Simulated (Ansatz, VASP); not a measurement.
# SiO2 in VASP and in Ansatz

```
Si O
1.0
    -2.37405    2.37405    3.74400
     2.37405   -2.37405    3.74400
     2.37405    2.37405   -3.74400
Si O
2 4
Direct
  0.00000 0.00000 0.00000
  0.75000 0.25000 0.50000
  0.99838 0.62500 0.87338
  0.37500 0.24838 0.37338
  0.75162 0.12500 0.12662
  0.87500 0.00162 0.62662
```

Alike in both runs: task single point; functional r2SCAN; k mesh 8 × 8 × 8; occupations gaussian, width 0.02 eV; no spin polarisation.

|  | VASP | Ansatz |
| --- | --- | --- |
| version | VASP 6.6.1 | Ansatz 0.2.0 |
| potentials or method | VASP PAW PBE potentials, release 64 (Si, O), cutoff 520 eV | scalar-relativistic, plane waves, PAW |
| valence electrons in the cell | 32 | 32 |

```csv
,VASP,Ansatz,Ansatz less VASP
gap on the k mesh at the Fermi level (eV),6.69,6.70,+0.001
least direct gap on the mesh (eV),6.69,6.70,+0.001
pressure (GPa),-1.1,-1.3,-0.23
"traceless stress, the component that is largest in VASP (GPa)",-1.30,-1.36,-0.059
rms of the force components (eV/Å),0.088,0.091,+0.0026
```

VASP's potentials were made for PBE, not for r2SCAN. Atom by atom the forces differ by 0.003 eV/Å (rms over components). With one functional, cell and mesh, what is left measures potentials, basis and numerics.
